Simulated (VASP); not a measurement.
# Cu (Cmcm) in VASP: further runs

Runs on Cu. Level: PBEsol. Tasks: single point.

Program: VASP 6.6.1. These are calculated values, not measurements. Logs are shortened: lines on timing, memory, paths and dates and some standing lists are left out, and cuts for length are marked.

### Step 1. The cell of the first run

The structure is orthorhombic, space group Cmcm (No. 63). The conventional cell has a = 2.429 Å, b = 7.919 Å, c = 2.468 Å, α = 90.00°, β = 90.00°, γ = 90.00°. Cu (site symmetry m2m) has 10 Cu at 2.43 to 2.53 Å within 3.2 Å.

### Step 2. Single point, PBEsol

INCAR reads:

```
ALGO = Fast
EDIFF = 1E-6
ENCUT = 520
GGA = PS
ISIF = 2
ISMEAR = 0
LASPH = True
LCHARG = True
LELF = True
LREAL = False
LVHAR = True
LWAVE = False
NBANDS = 18
NELM = 100
PREC = Accurate
SIGMA = 0.1
```

KPOINTS reads:

```
k-points
0
Gamma
  18 18 16
```

POSCAR reads:

```
Cu
1.0
    1.2146947347     -3.9594664907      0.0000000000
    1.2146947347      3.9594664907      0.0000000000
    0.0000000000      0.0000000000      2.4675572805
Cu
2
Direct
    0.1338543804      0.8661456196      0.2500000000
    0.8661456196      0.1338543804      0.7500000000
```

Potentials or basis: VASP PAW PBE potentials, release 64 (Cu).

Command:

```sh
cat potpaw_PBE.64/Cu/POTCAR > POTCAR
mpirun -np 1 vasp_std > vasp.out
```

OUTCAR:

```text
EDIFF = 1E-6
   ENCUT = 520
   GGA = PS
   ISIF = 2
   ISMEAR = 0
   LASPH = True
   LREAL = False
   NELM = 100
   PREC = Accurate

 ion  position               nearest neighbor table
   1  0.134  0.866  0.250-   2 2.45   2 2.45   2 2.53   2 2.53   2 2.53   2 2.53
   2  0.866  0.134  0.750-   1 2.45   1 2.45   1 2.53   1 2.53   1 2.53   1 2.53

  LATTYP: Found a base centered orthorhombic cell.
 ALAT       =     2.4293894694
 B/A-ratio  =     3.2596391320
 C/A-ratio  =     1.0157108655

  Lattice vectors:

 A1 = (   1.2146947347,  -3.9594664907,   0.0000000000)
 A2 = (   1.2146947347,   3.9594664907,   0.0000000000)
 A3 = (   0.0000000000,   0.0000000000,   2.4675572805)

Analysis of symmetry for initial positions (statically):
=====================================================================
 Subroutine PRICEL returns:
 Original cell was already a primitive cell.

 Routine SETGRP: Setting up the symmetry group for a
 base centered orthorhombic supercell.

 Subroutine GETGRP returns: Found  8 space group operations
 (whereof  4 operations were pure point group operations)
 out of a pool of  8 trial point group operations.

The static configuration has the point symmetry C_2h.
 The point group associated with its full space group is D_2h.

Analysis of symmetry for dynamics (positions and initial velocities):
=====================================================================
 Subroutine PRICEL returns:
 Original cell was already a primitive cell.

 Routine SETGRP: Setting up the symmetry group for a
 base centered orthorhombic supercell.

 Subroutine GETGRP returns: Found  8 space group operations
 (whereof  4 operations were pure point group operations)
 out of a pool of  8 trial point group operations.

The dynamic configuration has the point symmetry C_2h.
 The point group associated with its full space group is D_2h.

 Subroutine INISYM returns: Found  8 space group operations
 (whereof  4 operations are pure point group operations),
 and found     1 'primitive' translations

----------------------------------------------------------------------------------------

                                     Primitive cell

  volume of cell :      23.7356

  direct lattice vectors                    reciprocal lattice vectors
     1.214694735 -3.959466491  0.000000000     0.411626054 -0.126279639  0.000000000
     1.214694735  3.959466491  0.000000000     0.411626054  0.126279639  0.000000000
[... 84 lines left out ...]
   NELM   =    100;   NELMIN=  2; NELMDL= -5     # of ELM steps
   EDIFF  = 0.1E-05   stopping-criterion for ELM
   LREAL  =      F    real-space projection
   EDIFFG = 0.1E-04   stopping-criterion for IOM
   NSW    =      0    number of steps for IOM
   IBRION =     -1    ionic relax: 0-MD 1-quasi-New 2-CG
   NFREE  =      0    steps in history (QN), initial steepest desc. (CG)
   ISIF   =      2    stress and relaxation
   ISYM   =      2    0-nonsym 1-usesym 2-fastsym
   POTIM  = 0.5000    time-step for ionic-motion
   TEBEG  =    0.0;   TEEND  =   0.0 temperature during run
   PSTRESS=    0.0 pullay stress
   NELECT =      22.0000    total number of electrons
   NUPDOWN=      -1.0000    fix difference up-down
   EMIN   =  10.00;   EMAX   =-10.00  energy-range for DOS
   EFERMI =   0.00;   METHOD = LEGACY
   ISMEAR =     0;   SIGMA  =   0.10  broadening in eV -4-tet -1-fermi 0-gaus
   EFERMI_NEDOS =   21; number of points for ismear=-14 and -15
   IALGO  =     68    algorithm
   IMIX   =      4    mixing-type and parameters
     AMIX     =   0.40;   BMIX     =  1.00
     AMIX_MAG =   1.60;   BMIX_MAG =  1.00
  volume/ion in A,a.u.               =      11.87        80.09
  Fermi-wavevector in a.u.,A,eV,Ry     =   1.596181  3.016344 34.664823  2.547793
  Thomas-Fermi vector in A             =   2.693983
   LORBIT       =      0    0 simple, 1 ext, 2 COOP (PROOUT), +10 PAW based schemes
   GGA     = PS    functional components
   LHFCALC =     F    Hartree Fock is set to
   AEXX    =    0.0000 exact exchange contribution
   IVDW    =     0    specifies the selected vdW correction
   LEPSILON=     F    determine dielectric tensor
   LRPA    =     F    only Hartree local field effects (RPA)
 non-spin polarized calculation
 RMM-DIIS sequential band-by-band and
 Gauss-broadening in eV      SIGMA  =   0.10
  energy-cutoff  :      520.00
  volume of cell :       23.74
 maximum number of plane-waves:       664
   NGX = 15   NGY = 15   NGZ =  9

 number of electron      21.9999987 magnetization

 Free energy of the ion-electron system (eV)
  ---------------------------------------------------
  ext. energy  EPLUGINS =         0.00000000
  ---------------------------------------------------
  free energy    TOTEN  =        -8.30192110 eV

  energy without entropy =       -8.29860065  energy(sigma->0) =       -8.30026087

 E-fermi :   7.3017     XC(G=0): -12.8451

 val. band max:        7.2978103377   @ k =   0.3889   0.2778   0.1875
 cond. band min:       7.3061378395   @ k =  -0.4444   0.3333   0.5000
 fundamental gap:      0.0083275018
 Fermi energy:         7.3017480071

 k-point     1 :       0.0000    0.0000    0.0000
  band No.  band energies     occupation
      1      -2.0182      2.00000
      2       2.3088      2.00000
      3       3.0811      2.00000
      4       3.5696      2.00000
      5       4.2853      2.00000
      6       4.5605      2.00000
[... 481 lines left out ...]
      5       4.2142      2.00000
      6       4.4070      2.00000
[... 10 lines left out ...]
     17      27.9756      0.00000
     18      30.7845      0.00000

 [... further k-points ...]

------------------------ aborting loop because EDIFF is reached ----------------------------------------

  FORCE on cell =-STRESS in cart. coord.  units (eV):
  Direction    XX          YY          ZZ          XY          YZ          ZX
  --------------------------------------------------------------------------------------
  -------------------------------------------------------------------------------------
  Total        0.1596672      0.1828890      0.1897534      0.0000000     -0.0000000      0.0000000
  in kB       10.7776818     12.3451700     12.8085235      0.0000000     -0.0000000      0.0000000
  external PRESSURE =      11.9771251 kB  Pullay stress =       0.0000000 kB

 VOLUME and BASIS-vectors are now :
 -----------------------------------------------------------------------------
  energy-cutoff  :      520.00
  volume of cell :       23.74
      direct lattice vectors                 reciprocal lattice vectors
     1.214694735 -3.959466491  0.000000000     0.411626054 -0.126279639  0.000000000
     1.214694735  3.959466491  0.000000000     0.411626054  0.126279639  0.000000000
     0.000000000  0.000000000  2.467557280     0.000000000  0.000000000  0.405259083

 POSITION                                       TOTAL-FORCE (eV/Angst)
 -----------------------------------------------------------------------------------
      1.21469      2.89948      0.61689         0.000000      0.006181     -0.000000
      1.21469     -2.89948      1.85067         0.000000     -0.006181      0.000000
 -----------------------------------------------------------------------------------
    total drift:                                0.000000     -0.000000      0.000000

  FREE ENERGIE OF THE ION-ELECTRON SYSTEM (eV)
  ---------------------------------------------------
  free  energy   TOTEN  =        -8.3019210974 eV

  energy  without entropy=       -8.2986006498  energy(sigma->0) =       -8.30026087
```

OSZICAR:

```text
N       E                     dE             d eps       ncg     rms          rms(c)
DAV:   1     0.122024422018E+03    0.12202E+03   -0.10527E+04 31606   0.218E+03
DAV:   2    -0.412317883384E+01   -0.12615E+03   -0.11965E+03 29552   0.288E+02
DAV:   3    -0.103230370360E+02   -0.61999E+01   -0.59722E+01 33142   0.866E+01
DAV:   4    -0.103894462593E+02   -0.66409E-01   -0.66363E-01 34900   0.963E+00
DAV:   5    -0.103903377196E+02   -0.89146E-03   -0.89143E-03 36336   0.968E-01    0.117E+01
RMM:   6    -0.910881459682E+01    0.12815E+01   -0.12145E+01 34360   0.618E+01    0.666E+00
RMM:   7    -0.832259330962E+01    0.78622E+00   -0.21597E+00 34018   0.272E+01    0.140E+00
RMM:   8    -0.830337700847E+01    0.19216E-01   -0.64627E-02 35909   0.251E+00    0.257E-01
RMM:   9    -0.830183413091E+01    0.15429E-02   -0.12028E-02 36455   0.190E+00    0.452E-02
RMM:  10    -0.830193677859E+01   -0.10265E-03   -0.23007E-03 36507   0.652E-01    0.862E-02
RMM:  11    -0.830189980475E+01    0.36974E-04   -0.82489E-04 37899   0.317E-01    0.270E-02
RMM:  12    -0.830191301432E+01   -0.13210E-04   -0.26058E-04 38486   0.237E-01    0.451E-03
RMM:  13    -0.830192259970E+01   -0.95854E-05   -0.96529E-05 38422   0.961E-02    0.166E-02
RMM:  14    -0.830192005240E+01    0.25473E-05   -0.22511E-05 34064   0.676E-02    0.412E-03
RMM:  15    -0.830192090314E+01   -0.85074E-06   -0.11094E-05 26026   0.271E-02    0.305E-03
RMM:  16    -0.830192109738E+01   -0.19424E-06   -0.88397E-07 18526   0.130E-02
   1 F= -.83019211E+01 E0= -.83002609E+01  d E =-.332045E-02
```

Run time: 2.3 min. Hardware: 1 thread of Intel Xeon 6975P-C (Granite Rapids), shared host; peak memory 0.38 GiB.

What came out:

```yaml
Free_energy: -8.3019 eV
Pressure: 1.2 GPa
Largest_force: 0.006 eV/Å
Band_gap_on_the_k_mesh: zero (band 11 reaches 11.36 eV, above the bottom of band 12 at 5.69 eV)
```

Forces in eV/Å, atoms in the order of the input:
```
Cu   0.000  0.006  0.000
Cu   0.000 -0.006  0.000
```

Stress tensor (GPa, compression positive):
```
1.08 0.00 0.00
0.00 1.23 0.00
0.00 0.00 1.28
```

Caveat: the PAW data sets were made with another functional, which shifts forces and pressure a little.

### Step 3. Single point, PBEsol

INCAR reads:

```
SYSTEM = Cu
ALGO = Fast
EDIFF = 1E-7
ENCUT = 520
GGA = PS
ISIF = 2
ISMEAR = 0
LASPH = .True.
LCHARG = .True.
LELF = .True.
LREAL = .False.
LVHAR = .True.
LWAVE = .False.
NBANDS = 18
NELM = 60
PREC = Accurate
SIGMA = 0.15
```

KPOINTS reads:

```
k-points
0
Gamma
  20 20 18
  0 0 0
```

POSCAR is that of step 2.

Potentials or basis: VASP PAW PBE potentials, release 64 (Cu).

Command:

```sh
cat potpaw_PBE.64/Cu/POTCAR > POTCAR
mpirun -np 1 vasp_std > vasp.out
```

OUTCAR:

```text
SYSTEM = Cu
   EDIFF = 1E-7
   ENCUT = 520
   GGA = PS
   ISIF = 2
   ISMEAR = 0
   LASPH = .True.
   LREAL = .False.
   NELM = 60
   PREC = Accurate

 ion  position               nearest neighbor table
   1  0.134  0.866  0.250-   2 2.45   2 2.45   2 2.53   2 2.53   2 2.53   2 2.53
   2  0.866  0.134  0.750-   1 2.45   1 2.45   1 2.53   1 2.53   1 2.53   1 2.53

  LATTYP: Found a base centered orthorhombic cell.
 ALAT       =     2.4293894694
 B/A-ratio  =     3.2596391320
 C/A-ratio  =     1.0157108655

  Lattice vectors:

 A1 = (   1.2146947347,  -3.9594664907,   0.0000000000)
 A2 = (   1.2146947347,   3.9594664907,   0.0000000000)
 A3 = (   0.0000000000,   0.0000000000,   2.4675572805)

Analysis of symmetry for initial positions (statically):
=====================================================================
 Subroutine PRICEL returns:
 Original cell was already a primitive cell.

 Routine SETGRP: Setting up the symmetry group for a
 base centered orthorhombic supercell.

 Subroutine GETGRP returns: Found  8 space group operations
 (whereof  4 operations were pure point group operations)
 out of a pool of  8 trial point group operations.

The static configuration has the point symmetry C_2h.
[... 164 lines left out ...]
 E-fermi :   7.3065     XC(G=0): -12.8451

 val. band max:        7.2998057303   @ k =  -0.4500   0.1500   0.0000
 cond. band min:       7.3082315097   @ k =   0.5000   0.3000   0.2778
 fundamental gap:      0.0084257794
 Fermi energy:         7.3064523052

 k-point     1 :       0.0000    0.0000    0.0000
  band No.  band energies     occupation
      1      -2.0181      2.00000
      2       2.3090      2.00000
      3       3.0810      2.00000
      4       3.5695      2.00000
      5       4.2852      2.00000
      6       4.5606      2.00000
[... 481 lines left out ...]
      5       4.2946      2.00000
      6       4.5231      2.00000
[... 10 lines left out ...]
     17      28.3100      0.00000
     18      28.9324      0.00000

 [... further k-points ...]

------------------------ aborting loop because EDIFF is reached ----------------------------------------

  FORCE on cell =-STRESS in cart. coord.  units (eV):
  Direction    XX          YY          ZZ          XY          YZ          ZX
  --------------------------------------------------------------------------------------
  -------------------------------------------------------------------------------------
  Total        0.1049735      0.1267787      0.1563531      0.0000000      0.0000000      0.0000000
  in kB        7.0858064      8.5576741     10.5539740      0.0000000      0.0000000      0.0000000
  external PRESSURE =       8.7324848 kB  Pullay stress =       0.0000000 kB

 VOLUME and BASIS-vectors are now :
 -----------------------------------------------------------------------------
  energy-cutoff  :      520.00
  volume of cell :       23.74
      direct lattice vectors                 reciprocal lattice vectors
     1.214694735 -3.959466491  0.000000000     0.411626054 -0.126279639  0.000000000
     1.214694735  3.959466491  0.000000000     0.411626054  0.126279639  0.000000000
     0.000000000  0.000000000  2.467557280     0.000000000  0.000000000  0.405259083

 POSITION                                       TOTAL-FORCE (eV/Angst)
 -----------------------------------------------------------------------------------
      1.21469      2.89948      0.61689         0.000000      0.005188      0.000000
      1.21469     -2.89948      1.85067         0.000000     -0.005188     -0.000000
 -----------------------------------------------------------------------------------
    total drift:                                0.000000     -0.000000      0.000000

  FREE ENERGIE OF THE ION-ELECTRON SYSTEM (eV)
  ---------------------------------------------------
  free  energy   TOTEN  =        -8.3047738149 eV

  energy  without entropy=       -8.2985325728  energy(sigma->0) =       -8.30165319
```

Wall time 3.4 min (1 thread of Intel Xeon 6975P-C (Granite Rapids), shared host); peak memory 0.48 GiB.

What came out:

```yaml
Free_energy: -8.3048 eV
Pressure: 0.9 GPa
Largest_force: 0.005 eV/Å
Band_gap_on_the_k_mesh: zero (band 11 reaches 11.34 eV, above the bottom of band 12 at 5.70 eV)
```

Forces in eV/Å, atoms in the order of the input:
```
Cu   0.000  0.005  0.000
Cu   0.000 -0.005  0.000
```

Levels at points of the mesh, in eV from the Fermi level:
```tsv
k point	band 8	band 9	band 10	band 11	band 12	band 13	band 14	band 15
(0.00, 0.00, 0.00)	-2.00	-1.80	-1.66	-1.41	-0.06	4.90	14.83	18.51
(0.50, 0.00, 0.00)	-2.48	-2.10	-1.63	-0.45	1.32	2.55	6.96	13.00
(0.50, 0.50, 0.00)	-2.29	-2.27	-1.90	-1.57	-1.49	13.75	15.43	15.64
(0.00, 0.00, 0.50)	-2.71	-1.68	-1.68	0.02	0.02	8.27	8.27	9.52
(0.50, 0.00, 0.50)	-1.79	-1.24	-1.24	3.73	3.73	7.55	7.55	9.74
(0.50, 0.50, 0.50)	-1.96	-1.53	-1.53	-0.98	-0.98	3.76	3.76	18.05
```

Caveat: the PAW data sets were made with another functional, which shifts forces and pressure a little.

### Step 4. Single point, PBEsol

INCAR reads:

```
ALGO     = Fast           # electronic algorithm
EDIFF    = 1E-6           # SCF threshold, eV
ENCUT    = 520            # plane-wave cutoff, eV
GGA      = PS             # functional
ISIF     = 2              # what is computed and relaxed
ISMEAR   = 0              # smearing method
LASPH    = True           # aspherical terms in the spheres
LCHARG   = False          # write CHGCAR
LREAL    = False          # projectors in reciprocal space
LWAVE    = False          # write WAVECAR
NBANDS   = 18             # bands
NELM     = 60             # most SCF steps
PREC     = Accurate       # precision mode
SIGMA    = 0.15           # smearing width, eV
```

KPOINTS reads:

```
k-points
0
Gamma
  22 22 20
```

POSCAR is that of step 3.

Command:

```sh
cat potpaw_PBE.64/Cu/POTCAR > POTCAR
mpirun -np 1 vasp_std > vasp.out
```

Run time: 4 min. Hardware: 1 thread of Intel Xeon 6975P-C (Granite Rapids), shared host; peak memory 0.59 GiB.

The run converged. Its results:

```
Free energy            : -8.3045 eV
Pressure               : 1.2 GPa
Largest force          : 0.005 eV/Å
Band gap on the k mesh : zero (band 11 reaches 11.34 eV, above the bottom of band 12 at 5.69 eV)
```

Forces in eV/Å, atoms in the order of the input:
```
Cu   0.000  0.005  0.000
Cu   0.000 -0.005  0.000
```

Stress tensor (GPa, compression positive):
```
0.96 0.00 0.00
0.00 1.21 0.00
0.00 0.00 1.35
```

Levels at points of the mesh, in eV from the Fermi level:
| k point | band 8 | band 9 | band 10 | band 11 | band 12 | band 13 | band 14 | band 15 |
| --- | --- | --- | --- | --- | --- | --- | --- | --- |
| (0.00, 0.00, 0.00) | -2.01 | -1.81 | -1.67 | -1.42 | -0.07 | 4.89 | 14.82 | 18.50 |
| (0.50, 0.00, 0.00) | -2.49 | -2.11 | -1.63 | -0.46 | 1.31 | 2.54 | 6.95 | 13.00 |
| (0.50, 0.50, 0.00) | -2.30 | -2.28 | -1.90 | -1.57 | -1.50 | 13.75 | 15.42 | 15.64 |
| (0.00, 0.00, 0.50) | -2.72 | -1.69 | -1.69 | 0.01 | 0.01 | 8.26 | 8.26 | 9.51 |
| (0.50, 0.00, 0.50) | -1.80 | -1.25 | -1.25 | 3.72 | 3.72 | 7.54 | 7.54 | 9.73 |
| (0.50, 0.50, 0.50) | -1.97 | -1.53 | -1.53 | -0.98 | -0.98 | 3.76 | 3.76 | 18.04 |

Caveat: the PAW data sets were made with another functional, which shifts forces and pressure a little.

### Step 5. Overview

```csv
k mesh,smearing,further INCAR settings,gap on the mesh (eV),pressure (GPa),largest force (eV/Å)
18 × 18 × 16,gaussian 0.1 eV,ALGO = Fast; EDIFF = 1e-06; NBANDS = 18,none,1.2,0.01
20 × 20 × 18,gaussian 0.15 eV,ALGO = Fast; EDIFF = 1e-07; NBANDS = 18,none,0.9,0.01
22 × 22 × 20,gaussian 0.15 eV,ALGO = Fast; EDIFF = 1e-06; NBANDS = 18,none,1.2,0.01
```

Alike in all rows: task single point; level PBEsol; potentials or basis VASP PAW PBE potentials, release 64 (Cu); no spin polarisation; cell a = 4.142, b = 4.142, c = 2.468 Å, angles 90.0, 90.0, 145.9°, 2 atoms; cutoff (eV) 520.

Every run on the cell as given and a fine mesh finds a metal.

Caveats: the PAW data sets were made with another functional, which shifts forces and pressure a little.

Absolute energies hang on the potentials; compare differences alone.
